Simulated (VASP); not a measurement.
**Te: single point with LDA**

The system is Te.

```
Te
1.0
     2.68659    0.00000    0.00000
    -1.34329    2.32665    0.00000
     0.00000    0.00000    4.28855
Te
2
Cartesian
  0.0000 1.5511 1.0721
  1.3433 0.7756 3.2164
```

| Item | Value |
| --- | --- |
| Program | VASP 6.6.1 |
| Task | single point |
| Functional | LDA |
| Potentials or basis | VASP PAW LDA potentials, release 64 (Te) |
| Cutoff | 520 eV |
| k mesh | 16 × 16 × 9 |
| Occupations | fermi-dirac, width 0.08 eV |
| Spin | no spin polarisation |
| Dipole correction | no |
| Further INCAR settings | ALGO = Normal; EDIFF = 1e-06; NBANDS = 13 |

- Pressure: 225.0 GPa
- Band gap on the k mesh: zero (band 6 reaches 29.65 eV, above the bottom of band 7 at 18.71 eV)

Stress tensor (GPa, compression positive):
```
225.01   0.00   0.00
  0.00 225.01   0.00
  0.00   0.00 225.13
```

Levels at points of the mesh, in eV from the Fermi level:
| k point | band 4 | band 5 | band 6 | band 7 | band 8 | band 9 |
| --- | --- | --- | --- | --- | --- | --- |
| (0.00, 0.00, 0.00) | 4.09 | 4.09 | 7.05 | 7.05 | 7.10 | 8.02 |
| (0.50, 0.00, 0.00) | -7.21 | -6.95 | -3.90 | -2.60 | 2.78 | 4.75 |

Run time: 17 s on 1 thread of Intel(R) Xeon(R) Platinum 8559C (Emerald Rapids), on a shared host, peak memory 0.15 GiB.

Caveat: spin-orbit coupling is left out, which moves the levels of the heavy elements.
